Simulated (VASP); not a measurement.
Set up this calculation in VASP 6.6.1, as the native input.

* Task: single point
* Functional: PBE
* Potentials or basis: VASP PAW PBE potentials, release 64 (Sb)
* Cutoff: 520 eV
* k mesh: 9 × 9 × 5
* Occupations: gaussian, width 0.026 eV
* Spin: no spin polarisation
* Dipole correction: no
* Further INCAR settings: ALGO = Normal; EDIFF = 1e-06; NBANDS = 12

The structure of Sb lies in POSCAR:

```
Sb
1.0
    3.3545324186      0.0000000000      0.0000000000
   -1.6772662093      2.9051102923      0.0000000000
    0.0000000000      0.0000000000      5.4701606500
Sb
2
Direct
    0.6666666667      0.3333333333      0.7500000000
    0.3333333333      0.6666666667      0.2500000000
```

One way to write it, as run:

INCAR

```
PREC = Accurate
ENCUT = 520
EDIFF = 1E-6
ISMEAR = 0
SIGMA = 0.026000000000000002
LREAL = F
LASPH = T
NELM = 80
ALGO = Normal
ISIF = 2
LWAVE = F
LCHARG = F
GGA = PE
NBANDS = 12
```

KPOINTS

```
regular mesh
0
Gamma
  9 9 5
```

Potentials or basis: VASP PAW PBE potentials, release 64 (Sb).

The run is started by

```console
$ cat potpaw_PBE.64/Sb/POTCAR > POTCAR
$ mpirun -np 1 vasp_std > vasp.out
```

Results of the run:

```yaml
Pressure: 1.3 GPa
Band_gap_on_the_k_mesh: zero (band 5 reaches 12.82 eV, above the bottom of band 6 at 5.89 eV)
```

Caveat: spin-orbit coupling is left out, which moves the levels of the heavy elements.

Wall time 14 s on 1 thread of Intel(R) Xeon(R) 6975P-C (Granite Rapids), on a shared host, peak memory 0.17 GiB.
